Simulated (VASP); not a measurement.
# Si (I4/mmm) in VASP: a series of runs, part 2 of 3

VASP 6.6.1. Earlier steps stand in the parts before.

### 3 Single point, PBEsol (strain +0.000 along x and y, +0.080 along z)

INCAR reads:

```
SYSTEM = Si
PREC     = Accurate       ! precision mode
ENCUT    = 520            ! plane-wave cutoff, eV
EDIFF    = 1E-6           ! SCF threshold, eV
ISMEAR   = 0              ! smearing method
SIGMA    = 0.15           ! smearing width, eV
LREAL    = .False.        ! projectors in reciprocal space
LASPH    = .True.         ! aspherical terms in the spheres
NELM     = 80             ! most SCF steps
ALGO     = Normal         ! electronic algorithm
ISIF     = 2              ! what is computed and relaxed
LWAVE    = .False.        ! write WAVECAR
LCHARG   = .False.        ! write CHGCAR
GGA      = PS             ! functional
NBANDS   = 8              ! bands
```

KPOINTS reads:

```
Automatic mesh
0
Gamma
  22 22 22
  0 0 0
```

POSCAR reads:

```
Si
1.0
    0.0000000000      1.9108305409      2.0636969842
    1.9108305409      0.0000000000      2.0636969842
    1.9108305409      1.9108305409      0.0000000000
Si
1
Direct
    0.0000000000      0.0000000000      0.0000000000
```

Potentials or basis: VASP PAW PBE potentials, release 64 (Si).

On the command line:

```sh
> cat potpaw_PBE.64/Si/POTCAR > POTCAR
> mpirun -np 1 vasp_std > vasp.out
```

OUTCAR:

```text
SYSTEM = Si
   PREC = Accurate
   ENCUT = 520
   EDIFF = 1E-6
   ISMEAR = 0
   LREAL = .False.
   LASPH = .True.
   NELM = 80
   ISIF = 2
   GGA = PS

 ion  position               nearest neighbor table
   1  0.000  0.000  0.000-

  LATTYP: Found a body centered tetragonal cell.
 ALAT       =     2.7023224663
 C/A-ratio  =     1.5273506474

  Lattice vectors:

 A1 = (  -1.9108305409,   0.0000000000,   2.0636969842)
 A2 = (   1.9108305409,   0.0000000000,   2.0636969842)
 A3 = (   0.0000000000,   1.9108305409,  -2.0636969842)

Analysis of symmetry for initial positions (statically):
=====================================================================
 Subroutine PRICEL returns:
 Original cell was already a primitive cell.

 Routine SETGRP: Setting up the symmetry group for a
 body centered tetragonal supercell.

 Subroutine GETGRP returns: Found 16 space group operations
 (whereof 16 operations were pure point group operations)
 out of a pool of 16 trial point group operations.

The static configuration has the point symmetry D_4h.

Analysis of symmetry for dynamics (positions and initial velocities):
=====================================================================
 Subroutine PRICEL returns:
 Original cell was already a primitive cell.

 Routine SETGRP: Setting up the symmetry group for a
 body centered tetragonal supercell.

 Subroutine GETGRP returns: Found 16 space group operations
 (whereof 16 operations were pure point group operations)
 out of a pool of 16 trial point group operations.

The dynamic configuration has the point symmetry D_4h.

 Subroutine INISYM returns: Found 16 space group operations
 (whereof 16 operations are pure point group operations),
 and found     1 'primitive' translations

----------------------------------------------------------------------------------------

                                     Primitive cell

  volume of cell :      15.0702

  direct lattice vectors                    reciprocal lattice vectors
     0.000000000  1.910830541  2.063696984    -0.261666322  0.261666322  0.242283632
     1.910830541  0.000000000  2.063696984     0.261666322 -0.261666322  0.242283632
     1.910830541  1.910830541  0.000000000     0.261666322  0.261666322 -0.242283632

  length of vectors
     2.812493306  2.812493306  2.702322466     0.442311979  0.442311979  0.442311979

  position of ions in fractional coordinates (direct lattice)
     0.000000000  0.000000000  0.000000000

  ion indices of the primitive-cell ions
   primitive index   ion index
                 1           1

----------------------------------------------------------------------------------------

 KPOINTS: Automatic mesh

Automatic generation of k-mesh.
 Grid dimensions read from file:
 generate k-points for:   22   22   22

 Generating k-lattice:

  Cartesian coordinates                     Fractional coordinates (reciprocal lattice)
    -0.011893924  0.011893924  0.011012892     0.045454545  0.000000000  0.000000000
     0.011893924 -0.011893924  0.011012892     0.000000000  0.045454545  0.000000000
     0.011893924  0.011893924 -0.011012892     0.000000000  0.000000000  0.045454545

  Length of vectors
     0.020105090  0.020105090  0.020105090

  Shift w.r.t. Gamma in fractional coordinates (k-lattice)
     0.000000000  0.000000000  0.000000000

 Subroutine IBZKPT returns following result:
 ===========================================

 Found    834 irreducible k-points:

 Following reciprocal coordinates:
            Coordinates               Weight
  0.000000  0.000000  0.000000      1.000000
  0.045455 -0.000000  0.000000      8.000000
  0.090909 -0.000000  0.000000      8.000000
  0.136364 -0.000000  0.000000      8.000000
  0.181818 -0.000000  0.000000      8.000000
  0.227273  0.000000  0.000000      8.000000
[... 16 lines left out ...]
  0.500000  0.045455  0.000000      8.000000
 -0.454545  0.045455  0.000000      8.000000
 [... further k-points ...]
   k-points           NKPTS =    834   k-points in BZ     NKDIM =    834   number of bands    NBANDS=      8
   number of dos      NEDOS =    301   number of ions     NIONS =      1
   total plane-waves  NPLWV =  11520
   dimension x,y,z NGX =    24 NGY =   24 NGZ =   20
   dimension x,y,z NGXF=    48 NGYF=   48 NGZF=   40
   ions per type =               1
   NGX,Y,Z   is equivalent  to a cutoff of  14.19, 14.19, 12.30 a.u.
   NGXF,Y,Z  is equivalent  to a cutoff of  28.37, 28.37, 24.61 a.u.
 SYSTEM =  Si
   PREC   = accura    normal or accurate (medium, high low for compatibility)
   ISTART =      0    job   : 0-new  1-cont  2-samecut
   ICHARG =      2    charge: 1-file 2-atom 10-const
   ISPIN  =      1    spin polarized calculation?
   LNONCOLLINEAR =      F non collinear calculations
   LSORBIT =      F    spin-orbit coupling
   LASPH  =      T    aspherical Exc in radial PAW
   ENCUT  =  520.0 eV  38.22 Ry    6.18 a.u.   5.23  5.23  5.02*2*pi/ulx,y,z
   NELM   =     80;   NELMIN=  2; NELMDL= -5     # of ELM steps
   EDIFF  = 0.1E-05   stopping-criterion for ELM
   LREAL  =      F    real-space projection
[... 7 lines left out ...]
   TEBEG  =    0.0;   TEEND  =   0.0 temperature during run
   PSTRESS=    0.0 pullay stress
   NELECT =       4.0000    total number of electrons
   NUPDOWN=      -1.0000    fix difference up-down
   EMIN   =  10.00;   EMAX   =-10.00  energy-range for DOS
   EFERMI =   0.00;   METHOD = LEGACY
   ISMEAR =     0;   SIGMA  =   0.15  broadening in eV -4-tet -1-fermi 0-gaus
   EFERMI_NEDOS =   21; number of points for ismear=-14 and -15
   IALGO  =     38    algorithm
   IMIX   =      4    mixing-type and parameters
     AMIX     =   0.40;   BMIX     =  1.00
     AMIX_MAG =   1.60;   BMIX_MAG =  1.00
  volume/ion in A,a.u.               =      15.07       101.70
  Fermi-wavevector in a.u.,A,eV,Ry     =   1.052094  1.988170 15.060326  1.106903
  Thomas-Fermi vector in A             =   2.187164
   LORBIT       =      0    0 simple, 1 ext, 2 COOP (PROOUT), +10 PAW based schemes
   GGA     = PS    functional components
   LHFCALC =     F    Hartree Fock is set to
   AEXX    =    0.0000 exact exchange contribution
   IVDW    =     0    specifies the selected vdW correction
   LEPSILON=     F    determine dielectric tensor
   LRPA    =     F    only Hartree local field effects (RPA)
 non-spin polarized calculation
 Gauss-broadening in eV      SIGMA  =   0.15
  energy-cutoff  :      520.00
  volume of cell :       15.07
 maximum number of plane-waves:       417
 NGX is ok and might be reduce to    24
   NGX = 11   NGY = 11   NGZ =  9

 number of electron       4.0000000 magnetization

 Free energy of the ion-electron system (eV)
  ---------------------------------------------------
  ext. energy  EPLUGINS =         0.00000000
  ---------------------------------------------------
  free energy    TOTEN  =        -5.33193686 eV

  energy without entropy =       -5.32730080  energy(sigma->0) =       -5.32961883

 E-fermi :   9.5889     XC(G=0): -11.0828

 val. band max:        9.5766130151   @ k =  -0.1818   0.4091   0.2727
 cond. band min:       9.5938964199   @ k =  -0.1364   0.3636   0.3182
 fundamental gap:      0.0172834048
 Fermi energy:         9.5889191877

 k-point     1 :       0.0000    0.0000    0.0000
  band No.  band energies     occupation
      1      -4.4900      2.00000
      2      20.2218      0.00000
      3      20.2423      0.00000
      4      20.2423      0.00000
      5      20.7765      0.00000
      6      21.7706      0.00000
      7      21.7706      0.00000
      8      26.0716      0.00000

 k-point     2 :       0.0455   -0.0000    0.0000
  band No.  band energies     occupation
      1      -4.4313      2.00000
      2      19.0783      0.00000
      3      19.8303      0.00000
      4      20.0394      0.00000
      5      21.4852      0.00000
      6      22.0578      0.00000
      7      22.1263      0.00000
      8      25.8422      0.00000
[... 221 lines left out ...]
 k-point    23 :       0.5000    0.0455    0.0000
  band No.  band energies     occupation
      1       1.9343      2.00000
      2       3.1961      2.00000
      3      15.9818      0.00000
      4      18.3341      0.00000
      5      19.5774      0.00000
      6      21.7055      0.00000
      7      22.8263      0.00000
      8      25.9112      0.00000

 k-point    24 :      -0.4545    0.0455    0.0000
  band No.  band energies     occupation
      1       1.7318      2.00000
      2       3.4200      2.00000
      3      15.8122      0.00000
      4      18.5976      0.00000
      5      19.8176      0.00000
      6      21.4669      0.00000
      7      22.9467      0.00000
      8      25.7525      0.00000

 [... further k-points ...]

------------------------ aborting loop because EDIFF is reached ----------------------------------------

  FORCE on cell =-STRESS in cart. coord.  units (eV):
  Direction    XX          YY          ZZ          XY          YZ          ZX
  --------------------------------------------------------------------------------------
  -------------------------------------------------------------------------------------
  Total       -0.5670588     -0.5670588     -0.3561534      0.0000000      0.0000000      0.0000000
  in kB      -60.2862704    -60.2862704    -37.8640791      0.0000000      0.0000000      0.0000000
  external PRESSURE =     -52.8122066 kB  Pullay stress =       0.0000000 kB

 VOLUME and BASIS-vectors are now :
 -----------------------------------------------------------------------------
  energy-cutoff  :      520.00
  volume of cell :       15.07
      direct lattice vectors                 reciprocal lattice vectors
     0.000000000  1.910830541  2.063696984    -0.261666322  0.261666322  0.242283632
     1.910830541  0.000000000  2.063696984     0.261666322 -0.261666322  0.242283632
     1.910830541  1.910830541  0.000000000     0.261666322  0.261666322 -0.242283632

 POSITION                                       TOTAL-FORCE (eV/Angst)
 -----------------------------------------------------------------------------------
      0.00000      0.00000      0.00000        -0.000000      0.000000      0.000000
 -----------------------------------------------------------------------------------
    total drift:                                0.000000      0.000000     -0.000000

  FREE ENERGIE OF THE ION-ELECTRON SYSTEM (eV)
  ---------------------------------------------------
  free  energy   TOTEN  =        -5.3319368621 eV

  energy  without entropy=       -5.3273007959  energy(sigma->0) =       -5.32961883
```

Wall time 28 s (1 thread of Intel Xeon Platinum 8375C at 2.90GHz (Ice Lake), shared host); peak memory 0.19 GiB.

Results:

| Item | Value |
| --- | --- |
| Free energy | -5.3319 eV |
| Pressure | -5.3 GPa |
| Band gap on the k mesh | zero (bands 2 and 3 overlap by 14.11 eV) |

Levels at points of the mesh, in eV from the Fermi level:
| k point | band 1 | band 2 | band 3 | band 4 | band 5 | band 6 |
| --- | --- | --- | --- | --- | --- | --- |
| (0.00, 0.00, 0.00) | -14.08 | 10.63 | 10.65 | 10.65 | 11.19 | 12.18 |
| (0.50, 0.00, 0.00) | -7.47 | -6.69 | 7.15 | 9.13 | 9.57 | 11.64 |
| (0.50, 0.50, 0.00) | -5.79 | -5.65 | 4.04 | 4.04 | 5.04 | 7.68 |
| (0.50, 0.00, 0.50) | -4.81 | -3.90 | 2.29 | 3.03 | 4.26 | 6.01 |

Caveat: the cell differs from its parent crystal (strain +0.000 along x and y, +0.080 along z); the cell stands under tension; the PAW data sets were made with another functional, which shifts forces and pressure a little.

### 4 Single point, PBEsol (strain +0.040 along x and y, +0.000 along z)

INCAR reads:

```
PREC = Accurate ; ENCUT = 520
EDIFF = 1E-6 ; ISMEAR = 0
SIGMA = 0.15 ; LREAL = F
LASPH = T ; NELM = 80
ALGO = Normal ; ISIF = 2
LWAVE = F ; LCHARG = T
GGA = PS ; LELF = T
LVHAR = T ; NBANDS = 8
```

KPOINTS reads:

```
regular mesh
0
Gamma
  22 22 22
```

POSCAR reads:

```
Si
1.0
    0.0000000000      1.9872637625      1.9108305409
    1.9872637625      0.0000000000      1.9108305409
    1.9872637625      1.9872637625      0.0000000000
Si
1
Direct
    0.0000000000      0.0000000000      0.0000000000
```

On the command line:

```sh
> cat potpaw_PBE.64/Si/POTCAR > POTCAR
> mpirun -np 1 vasp_std > vasp.out
```

Run time: 31 s. Hardware: 1 thread of Intel Xeon Platinum 8375C at 2.90GHz (Ice Lake), shared host; peak memory 0.2 GiB.

It converged, with:

| Property | Result |
| --- | --- |
| Free energy | -5.3268 eV |
| Pressure | -5.5 GPa |
| Band gap on the k mesh | zero (bands 2 and 3 overlap by 13.73 eV) |

Stress tensor (GPa, compression positive):
```
-5.32  0.00  0.00
 0.00 -5.32  0.00
 0.00  0.00 -5.84
```

Levels at points of the mesh, in eV from the Fermi level:
| k point | band 1 | band 2 | band 3 | band 4 | band 5 | band 6 |
| --- | --- | --- | --- | --- | --- | --- |
| (0.00, 0.00, 0.00) | -14.07 | 10.58 | 10.65 | 10.65 | 11.62 | 11.62 |
| (0.50, 0.00, 0.00) | -7.48 | -6.69 | 7.74 | 8.57 | 10.27 | 11.01 |
| (0.50, 0.50, 0.00) | -4.79 | -3.90 | 2.59 | 2.59 | 4.18 | 5.97 |
| (0.50, 0.00, 0.50) | -5.33 | -4.80 | 3.14 | 3.50 | 4.63 | 6.83 |

Caveat: the cell differs from its parent crystal (strain +0.040 along x and y, +0.000 along z); the cell stands under tension; the PAW data sets were made with another functional, which shifts forces and pressure a little.

(Continued in part 3 of 3.)
